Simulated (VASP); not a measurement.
# Ba3Ti4O12 (a cell with a defect) in VASP: a series of runs

Ba3Ti4O12 (a cell with a defect) is run at these levels: PBEsol; tasks: relaxation of the atoms, single point.

Program: VASP 6.6.1. These are calculated values, not measurements. Logs are shortened: lines on timing, memory, paths and dates and some standing lists are left out, and cuts for length are marked.

**1. The cell of the first run**

The cell holds a defect, 19 atoms: a = 8.012 Å, b = 8.012 Å, c = 4.006 Å, α = 90.00°, β = 90.00°, γ = 90.00°.

**2. Relaxation of the atoms, PBEsol**

Input file INCAR:

```
SYSTEM = Ba3Ti4O12
PREC = Accurate ; ENCUT = 520
EDIFF = 1E-7 ; ISMEAR = 0
SIGMA = 0.02 ; LREAL = .FALSE.
LASPH = .TRUE. ; NELM = 120
ALGO = Normal ; ISIF = 2
LWAVE = .FALSE. ; LCHARG = .FALSE.
GGA = PS ; IBRION = 2
NSW = 45 ; EDIFFG = -0.05
GGA_COMPAT = .FALSE. ; NELMIN = 4
KPAR = 4
```

Input file KPOINTS:

```
Automatic mesh
0
G
  2 2 4
  0 0 0
```

Input file POSCAR:

```
Ba3Ti4O12
1.0
    8.0120000000      0.0000000000      0.0000000000
    0.0000000000      8.0120000000      0.0000000000
    0.0000000000      0.0000000000      4.0060000000
Ti O Ba
4 12 3
Direct
    0.0000000000      0.0000000000      0.0000000000
    0.0000000000      0.5000000000      0.0000000000
    0.5000000000      0.0000000000      0.0000000000
    0.5000000000      0.5000000000      0.0000000000
    0.2500000000      0.0000000000      0.0000000000
    0.0000000000      0.2500000000      0.0000000000
    0.0000000000      0.0000000000      0.5000000000
    0.2500000000      0.5000000000      0.0000000000
    0.0000000000      0.7500000000      0.0000000000
    0.0000000000      0.5000000000      0.5000000000
    0.7500000000      0.0000000000      0.0000000000
    0.5000000000      0.2500000000      0.0000000000
    0.5000000000      0.0000000000      0.5000000000
    0.7500000000      0.5000000000      0.0000000000
    0.5000000000      0.7500000000      0.0000000000
    0.5000000000      0.5000000000      0.5000000000
    0.2500000000      0.7500000000      0.5000000000
    0.7500000000      0.2500000000      0.5000000000
    0.7500000000      0.7500000000      0.5000000000
```

Potentials or basis: VASP PAW PBE potentials, release 64 (Ti_sv, O, Ba_sv).

Command:

```bash
$ cat potpaw_PBE.64/Ti_sv/POTCAR potpaw_PBE.64/O/POTCAR potpaw_PBE.64/Ba_sv/POTCAR > POTCAR
$ mpirun -np 4 vasp_std > vasp.out
```

OUTCAR:

```text
SYSTEM = Ba3Ti4O12
   PREC = Accurate
   ENCUT = 520
   EDIFF = 1E-7
   ISMEAR = 0
   LREAL = .FALSE.
   LASPH = .TRUE.
   NELM = 120
   ISIF = 2
   GGA = PS
   IBRION = 2
   NSW = 45
   EDIFFG = -0.05
   NELMIN = 4

 ion  position               nearest neighbor table
   1  0.000  0.000  0.000-   5 2.00   6 2.00   7 2.00   9 2.00  11 2.00   7 2.00  18 3.47  19 3.47
                            17 3.47  17 3.47  18 3.47  19 3.47
   2  0.000  0.500  0.000-   6 2.00   8 2.00   9 2.00  10 2.00  14 2.00  10 2.00  18 3.47  19 3.47
                            17 3.47  17 3.47  18 3.47  19 3.47
   3  0.500  0.000  0.000-   5 2.00  11 2.00  12 2.00  13 2.00  15 2.00  13 2.00  18 3.47  19 3.47
                            17 3.47  17 3.47  18 3.47  19 3.47
   4  0.500  0.500  0.000-   8 2.00  12 2.00  14 2.00  15 2.00  16 2.00  16 2.00  18 3.47  19 3.47
                            17 3.47  17 3.47  18 3.47  19 3.47
   5  0.250  0.000  0.000-   1 2.00   3 2.00  17 2.83  17 2.83
   6  0.000  0.250  0.000-   1 2.00   2 2.00  18 2.83  18 2.83
   7  0.000  0.000  0.500-   1 2.00   1 2.00  18 2.83  19 2.83  17 2.83
   8  0.250  0.500  0.000-   2 2.00   4 2.00  17 2.83  17 2.83
   9  0.000  0.750  0.000-   1 2.00   2 2.00  17 2.83  19 2.83  17 2.83  19 2.83
  10  0.000  0.500  0.500-   2 2.00   2 2.00  18 2.83  19 2.83  17 2.83
  11  0.750  0.000  0.000-   1 2.00   3 2.00  18 2.83  19 2.83  18 2.83  19 2.83
  12  0.500  0.250  0.000-   3 2.00   4 2.00  18 2.83  18 2.83
  13  0.500  0.000  0.500-   3 2.00   3 2.00  18 2.83  19 2.83  17 2.83
  14  0.750  0.500  0.000-   2 2.00   4 2.00  18 2.83  19 2.83  18 2.83  19 2.83
  15  0.500  0.750  0.000-   3 2.00   4 2.00  17 2.83  19 2.83  17 2.83  19 2.83
  16  0.500  0.500  0.500-   4 2.00   4 2.00  18 2.83  19 2.83  17 2.83
  17  0.250  0.750  0.500-   5 2.83   7 2.83   8 2.83   9 2.83  10 2.83  13 2.83  15 2.83  16 2.83
                             5 2.83   8 2.83   9 2.83  15 2.83   1 3.47   2 3.47   3 3.47   4 3.47
  18  0.750  0.250  0.500-   6 2.83   7 2.83  10 2.83  11 2.83  12 2.83  13 2.83  14 2.83  16 2.83
                             6 2.83  11 2.83  12 2.83  14 2.83   1 3.47   2 3.47   3 3.47   4 3.47
  19  0.750  0.750  0.500-   7 2.83   9 2.83  10 2.83  11 2.83  13 2.83  14 2.83  15 2.83  16 2.83
                             9 2.83  11 2.83  14 2.83  15 2.83   1 3.47   2 3.47   3 3.47   4 3.47

  LATTYP: Found a simple tetragonal cell.
 ALAT       =     8.0120000000
 C/A-ratio  =     0.5000000000

  Lattice vectors:

 A1 = (   8.0120000000,   0.0000000000,   0.0000000000)
 A2 = (   0.0000000000,   8.0120000000,   0.0000000000)
 A3 = (   0.0000000000,   0.0000000000,   4.0060000000)

Analysis of symmetry for initial positions (statically):
=====================================================================
 Subroutine PRICEL returns:
 Original cell was already a primitive cell.

 Routine SETGRP: Setting up the symmetry group for a
 simple tetragonal supercell.

 Subroutine GETGRP returns: Found 16 space group operations
 (whereof  4 operations were pure point group operations)
 out of a pool of 16 trial point group operations.

The static configuration has the point symmetry C_2v.
 The point group associated with its full space group is D_4h.

Analysis of symmetry for dynamics (positions and initial velocities):
=====================================================================
 Subroutine PRICEL returns:
 Original cell was already a primitive cell.

 Routine SETGRP: Setting up the symmetry group for a
 simple tetragonal supercell.

 Subroutine GETGRP returns: Found 16 space group operations
 (whereof  4 operations were pure point group operations)
 out of a pool of 16 trial point group operations.

The dynamic configuration has the point symmetry C_2v.
 The point group associated with its full space group is D_4h.

 Subroutine INISYM returns: Found 16 space group operations
 (whereof  4 operations are pure point group operations),
 and found     1 'primitive' translations

----------------------------------------------------------------------------------------

                                     Primitive cell

  volume of cell :     257.1537

  direct lattice vectors                    reciprocal lattice vectors
     8.012000000  0.000000000  0.000000000     0.124812781  0.000000000  0.000000000
     0.000000000  8.012000000  0.000000000     0.000000000  0.124812781  0.000000000
     0.000000000  0.000000000  4.006000000     0.000000000  0.000000000  0.249625562

  length of vectors
     8.012000000  8.012000000  4.006000000     0.124812781  0.124812781  0.249625562

  position of ions in fractional coordinates (direct lattice)
     0.000000000  0.000000000  0.000000000
     0.000000000  0.500000000  0.000000000
     0.500000000  0.000000000  0.000000000
     0.500000000  0.500000000  0.000000000
     0.250000000  0.000000000  0.000000000
     0.000000000  0.250000000  0.000000000
[... 11 lines left out ...]
     0.750000000  0.250000000  0.500000000
     0.750000000  0.750000000  0.500000000

  ion indices of the primitive-cell ions
   primitive index   ion index
                 1           1
                 2           2
                 3           3
                 4           4
                 5           5
                 6           6
[... 11 lines left out ...]
                18          18
                19          19

----------------------------------------------------------------------------------------

 KPOINTS: Automatic mesh

Automatic generation of k-mesh.
 Grid dimensions read from file:
 generate k-points for:    2    2    4

 Generating k-lattice:

  Cartesian coordinates                     Fractional coordinates (reciprocal lattice)
     0.062406390  0.000000000  0.000000000     0.500000000  0.000000000  0.000000000
     0.000000000  0.062406390  0.000000000     0.000000000  0.500000000  0.000000000
     0.000000000  0.000000000  0.062406390     0.000000000  0.000000000  0.250000000

  Length of vectors
     0.062406390  0.062406390  0.062406390

  Shift w.r.t. Gamma in fractional coordinates (k-lattice)
     0.000000000  0.000000000  0.000000000

 Subroutine IBZKPT returns following result:
 ===========================================

 Found      9 irreducible k-points:

 Following reciprocal coordinates:
            Coordinates               Weight
  0.000000  0.000000  0.000000      1.000000
  0.500000  0.000000  0.000000      2.000000
  0.500000  0.500000  0.000000      1.000000
  0.000000  0.000000  0.250000      2.000000
  0.500000  0.000000  0.250000      4.000000
  0.500000  0.500000  0.250000      2.000000
  0.000000  0.000000  0.500000      1.000000
  0.500000  0.000000  0.500000      2.000000
  0.500000  0.500000  0.500000      1.000000
   k-points           NKPTS =      9   k-points in BZ     NKDIM =      9   number of bands    NBANDS=     90
   number of dos      NEDOS =    301   number of ions     NIONS =     19
   total plane-waves  NPLWV = 108000
   dimension x,y,z NGX =    60 NGY =   60 NGZ =   30
   dimension x,y,z NGXF=   120 NGYF=  120 NGZF=   60
   ions per type =               4  12   3
   NGX,Y,Z   is equivalent  to a cutoff of  12.45, 12.45, 12.45 a.u.
   NGXF,Y,Z  is equivalent  to a cutoff of  24.90, 24.90, 24.90 a.u.
 SYSTEM =  Ba3Ti4O12
   PREC   = accura    normal or accurate (medium, high low for compatibility)
   ISTART =      0    job   : 0-new  1-cont  2-samecut
   ICHARG =      2    charge: 1-file 2-atom 10-const
   ISPIN  =      1    spin polarized calculation?
   LNONCOLLINEAR =      F non collinear calculations
   LSORBIT =      F    spin-orbit coupling
   LASPH  =      T    aspherical Exc in radial PAW
   ENCUT  =  520.0 eV  38.22 Ry    6.18 a.u.  14.90 14.90  7.45*2*pi/ulx,y,z
   NELM   =    120;   NELMIN=  4; NELMDL= -5     # of ELM steps
   EDIFF  = 0.1E-06   stopping-criterion for ELM
   LREAL  =      F    real-space projection
   EDIFFG = -.5E-01   stopping-criterion for IOM
   NSW    =     45    number of steps for IOM
   IBRION =      2    ionic relax: 0-MD 1-quasi-New 2-CG
   NFREE  =      1    steps in history (QN), initial steepest desc. (CG)
   ISIF   =      2    stress and relaxation
   ISYM   =      2    0-nonsym 1-usesym 2-fastsym
   POTIM  = 0.5000    time-step for ionic-motion
   TEBEG  =    0.0;   TEEND  =   0.0 temperature during run
   PSTRESS=    0.0 pullay stress
   NELECT =     150.0000    total number of electrons
   NUPDOWN=      -1.0000    fix difference up-down
   EMIN   =  10.00;   EMAX   =-10.00  energy-range for DOS
   EFERMI =   0.00;   METHOD = LEGACY
   ISMEAR =     0;   SIGMA  =   0.02  broadening in eV -4-tet -1-fermi 0-gaus
   EFERMI_NEDOS =   21; number of points for ismear=-14 and -15
   IALGO  =     38    algorithm
   IMIX   =      4    mixing-type and parameters
     AMIX     =   0.40;   BMIX     =  1.00
     AMIX_MAG =   1.60;   BMIX_MAG =  1.00
  volume/ion in A,a.u.               =      13.53        91.33
  Fermi-wavevector in a.u.,A,eV,Ry     =   1.367858  2.584877 25.456979  1.871035
  Thomas-Fermi vector in A             =   2.493873
   LORBIT       =      0    0 simple, 1 ext, 2 COOP (PROOUT), +10 PAW based schemes
   GGA     = PS    functional components
   LHFCALC =     F    Hartree Fock is set to
   AEXX    =    0.0000 exact exchange contribution
   IVDW    =     0    specifies the selected vdW correction
   LEPSILON=     F    determine dielectric tensor
   LRPA    =     F    only Hartree local field effects (RPA)
 conjugate gradient relaxation of ions
 non-spin polarized calculation
 Gauss-broadening in eV      SIGMA  =   0.02
  energy-cutoff  :      520.00
  volume of cell :      257.15
 maximum number of plane-waves:      6942
 NGX is ok and might be reduce to    60
   NGX = 29   NGY = 29   NGZ = 15

--------------------------------------- Ionic step        1  -------------------------------------------

 number of electron     149.9999907 magnetization

 Free energy of the ion-electron system (eV)
  ---------------------------------------------------
  ext. energy  EPLUGINS =         0.00000000
  ---------------------------------------------------
  free energy    TOTEN  =      -156.13690124 eV

  energy without entropy =     -156.13153988  energy(sigma->0) =     -156.13422056

------------------------ aborting loop because EDIFF is reached ----------------------------------------

  FORCE on cell =-STRESS in cart. coord.  units (eV):
  Direction    XX          YY          ZZ          XY          YZ          ZX
  --------------------------------------------------------------------------------------
  -------------------------------------------------------------------------------------
  Total      -10.5181787    -10.5181787     -8.7449867     -0.0000000      0.0000000     -0.0000000
  in kB      -65.5327359    -65.5327359    -54.4849944     -0.0000000      0.0000000     -0.0000000
  external PRESSURE =     -61.8501554 kB  Pullay stress =       0.0000000 kB
[... 250 lines left out ...]
  energy  without entropy=     -156.7564662432  energy(sigma->0) =     -156.75742441

--------------------------------------- Ionic step        6  -------------------------------------------

 number of electron     149.9999944 magnetization

 Free energy of the ion-electron system (eV)
  ---------------------------------------------------
  ext. energy  EPLUGINS =         0.00000000
  ---------------------------------------------------
  free energy    TOTEN  =      -156.76026652 eV

  energy without entropy =     -156.75832528  energy(sigma->0) =     -156.75929590

 E-fermi :   2.2484     XC(G=0): -10.8200

 val. band max:        2.2445683215   @ k =   0.5000   0.0000   0.0000
 cond. band min:       2.3545820963   @ k =   0.0000   0.0000   0.0000
 fundamental gap:      0.1100137748
 Fermi energy:         2.2483635388

 k-point     1 :       0.0000    0.0000    0.0000
  band No.  band energies     occupation
      1     -53.8266      2.00000
      2     -53.8254      2.00000
      3     -53.8254      2.00000
      4     -53.8241      2.00000
      5     -30.2345      2.00000
      6     -30.2138      2.00000
[... 799 lines left out ...]
     86       6.3909      0.00000
     87       6.3909      0.00000
 [bands above 87 left out]

------------------------ aborting loop because EDIFF is reached ----------------------------------------

  FORCE on cell =-STRESS in cart. coord.  units (eV):
  Direction    XX          YY          ZZ          XY          YZ          ZX
  --------------------------------------------------------------------------------------
  -------------------------------------------------------------------------------------
  Total       -8.8445141     -8.8445141    -10.6300537     -0.0000000      0.0000000      0.0000000
  in kB      -55.1050926    -55.1050926    -66.2297652     -0.0000000      0.0000000      0.0000000
  external PRESSURE =     -58.8133168 kB  Pullay stress =       0.0000000 kB
[... 34 lines left out ...]
  FREE ENERGIE OF THE ION-ELECTRON SYSTEM (eV)
  ---------------------------------------------------
  free  energy   TOTEN  =      -156.7602665244 eV

  energy  without entropy=     -156.7583252833  energy(sigma->0) =     -156.75929590

 reached required accuracy - stopping structural energy minimisation
```

Wall time 7.5 min (4 MPI ranks of Intel Xeon Platinum 8259CL at 2.50GHz (Skylake/Cascade Lake), shared host); peak memory 0.44 GiB.

Results:

| Quantity | Value |
| --- | --- |
| Free energy | -156.7603 eV |
| Energy gained by relaxing | 32.8 meV/atom |
| Ionic steps | 6 |
| Pressure after relaxing | -5.9 GPa |
| Largest force after relaxing | 0.044 eV/Å |
| Band gap on the k mesh | zero (bands 75 and 76 overlap by 0.50 eV) |

Forces in eV/Å, atoms in the order of the input:
```
Ti   0.031  0.031  0.000
Ti   0.031 -0.031  0.000
Ti  -0.031  0.031  0.000
Ti  -0.031 -0.031  0.000
O    0.000 -0.018  0.000
O   -0.018  0.000  0.000
O    0.008  0.008  0.000
O    0.000  0.018  0.000
O   -0.021  0.000  0.000
O    0.008 -0.008  0.000
O    0.000 -0.021  0.000
O    0.018  0.000  0.000
O   -0.008  0.008  0.000
O    0.000  0.021  0.000
O    0.021  0.000  0.000
O   -0.008 -0.008  0.000
Ba   0.000  0.000  0.000
Ba   0.000  0.000  0.000
Ba   0.000  0.000  0.000
```

The path:
| step | energy change (eV) | largest force (eV/Å) | pressure (GPa) |
| --- | --- | --- | --- |
| 1 | 0.0000 | 2.0641 | -6.19 |
| 2 | -0.5867 | 0.4157 | -6.11 |
| 3 | -0.6145 | 0.1557 | -5.90 |
| 4 | -0.6144 | 0.1544 | -5.93 |
| 5 | -0.6215 | 0.0809 | -5.90 |
| 6 | -0.6234 | 0.0440 | -5.88 |

Final structure:
```
Ti O Ba
1.0
     8.01200    0.00000    0.00000
     0.00000    8.01200    0.00000
     0.00000    0.00000    4.00600
Ti O Ba
4 12 3
Direct
  0.01088 0.01088 0.00000
  0.01088 0.48912 0.00000
  0.48912 0.01088 0.00000
  0.48912 0.48912 0.00000
  0.25000 0.99338 0.00000
  0.99338 0.25000 0.00000
  0.99744 0.99744 0.50000
  0.25000 0.50662 0.00000
  0.00106 0.75000 0.00000
  0.99744 0.50256 0.50000
  0.75000 0.00106 0.00000
  0.50662 0.25000 0.00000
  0.50256 0.99744 0.50000
  0.75000 0.49894 0.00000
  0.49894 0.75000 0.00000
  0.50256 0.50256 0.50000
  0.25000 0.75000 0.50000
  0.75000 0.25000 0.50000
  0.75000 0.75000 0.50000
```

Caveat: the k points lie up to 0.39 Å⁻¹ apart; the PAW data sets were made with another functional, which shifts forces and pressure a little; spin-orbit coupling is left out, which moves the levels of the heavy elements; semilocal functionals often make such compounds metallic where correlation or magnetic order opens a gap, which also shifts bond lengths; the relaxation stopped at a loose force limit of 0.05 eV/Å, so its end isn't a converged minimum.

**3. Single point, PBEsol**

Input file INCAR:

```
SYSTEM = Ba3Ti4O12
PREC = Accurate
ENCUT = 520
EDIFF = 1E-6
ISMEAR = 0
SIGMA = 0.02
LREAL = .FALSE.
LASPH = .TRUE.
NELM = 120
ALGO = Normal
ISIF = 2
LWAVE = .FALSE.
LCHARG = .FALSE.
GGA = PS
NBANDS = 90
GGA_COMPAT = .FALSE.
```

Input file KPOINTS:

```
regular mesh
0
G
  2 2 4
  0 0 0
```

Input file POSCAR:

```
Ba3Ti4O12
1.0
    8.0120000000      0.0000000000      0.0000000000
    0.0000000000      8.0120000000      0.0000000000
    0.0000000000      0.0000000000      4.0060000000
Ti O Ba
4 12 3
Direct
    0.0108355947      0.0108355947      0.0000000000
    0.0108355947      0.4891644053      0.0000000000
    0.4891644053      0.0108355947      0.0000000000
    0.4891644053      0.4891644053      0.0000000000
    0.2500000000     -0.0081960047      0.0000000000
   -0.0081960047      0.2500000000      0.0000000000
   -0.0027260754     -0.0027260754      0.5000000000
    0.2500000000      0.5081960047      0.0000000000
    0.0002932327      0.7500000000      0.0000000000
   -0.0027260754      0.5027260754      0.5000000000
    0.7500000000      0.0002932327      0.0000000000
    0.5081960047      0.2500000000      0.0000000000
    0.5027260754     -0.0027260754      0.5000000000
    0.7500000000      0.4997067673      0.0000000000
    0.4997067673      0.7500000000      0.0000000000
    0.5027260754      0.5027260754      0.5000000000
    0.2500000000      0.7500000000      0.5000000000
    0.7500000000      0.2500000000      0.5000000000
    0.7500000000      0.7500000000      0.5000000000
```

Potentials or basis: VASP PAW PBE potentials, release 64 (Ti_sv, O, Ba_sv).

Command:

```bash
$ cat potpaw_PBE.64/Ti_sv/POTCAR potpaw_PBE.64/O/POTCAR potpaw_PBE.64/Ba_sv/POTCAR > POTCAR
$ mpirun -np 1 vasp_std > vasp.out
```

Wall time 4.9 min (1 thread of Intel Xeon Platinum 8259CL at 2.50GHz (Skylake/Cascade Lake), shared host); peak memory 0.41 GiB.

It converged, with:

| Item | Value |
| --- | --- |
| Free energy | -156.7594 eV |
| Pressure | -5.8 GPa |
| Largest force | 0.055 eV/Å |
| Band gap on the k mesh | zero (bands 75 and 76 overlap by 0.50 eV) |

Forces in eV/Å, atoms in the order of the input:
```
Ti   0.003  0.003  0.000
Ti   0.003 -0.003  0.000
Ti  -0.003  0.003  0.000
Ti  -0.003 -0.003  0.000
O    0.000  0.055  0.000
O    0.055  0.000  0.000
O    0.026  0.026  0.000
O    0.000 -0.055  0.000
O   -0.003  0.000  0.000
O    0.026 -0.026  0.000
O    0.000 -0.003  0.000
O   -0.055  0.000  0.000
O   -0.026  0.026  0.000
O    0.000  0.003  0.000
O    0.003  0.000  0.000
O   -0.026 -0.026  0.000
Ba   0.000  0.000  0.000
Ba   0.000  0.000  0.000
Ba   0.000  0.000  0.000
```

Stress tensor (GPa, compression positive):
```
-5.49  0.00  0.00
 0.00 -5.49  0.00
 0.00  0.00 -6.56
```

Levels at points of the mesh, in eV from the Fermi level:
```tsv
k point	band 74	band 75	band 76	band 77	band 78	band 79
(0.00, 0.00, 0.00)	0.10	0.13	0.24	2.19	2.28	2.28
(0.50, 0.00, 0.00)	-0.16	-0.05	0.00	2.28	2.33	2.90
(0.50, 0.50, 0.00)	-0.27	-0.20	-0.05	2.85	2.90	2.90
(0.00, 0.00, 0.50)	0.32	0.33	0.33	2.53	3.73	3.75
(0.50, 0.00, 0.50)	-0.04	0.28	0.31	2.98	3.37	3.74
(0.50, 0.50, 0.50)	-0.10	-0.10	-0.02	3.36	3.49	3.49
```

Caveat: the k points lie up to 0.39 Å⁻¹ apart; the PAW data sets were made with another functional, which shifts forces and pressure a little; spin-orbit coupling is left out, which moves the levels of the heavy elements; semilocal functionals often make such compounds metallic where correlation or magnetic order opens a gap, which also shifts bond lengths.
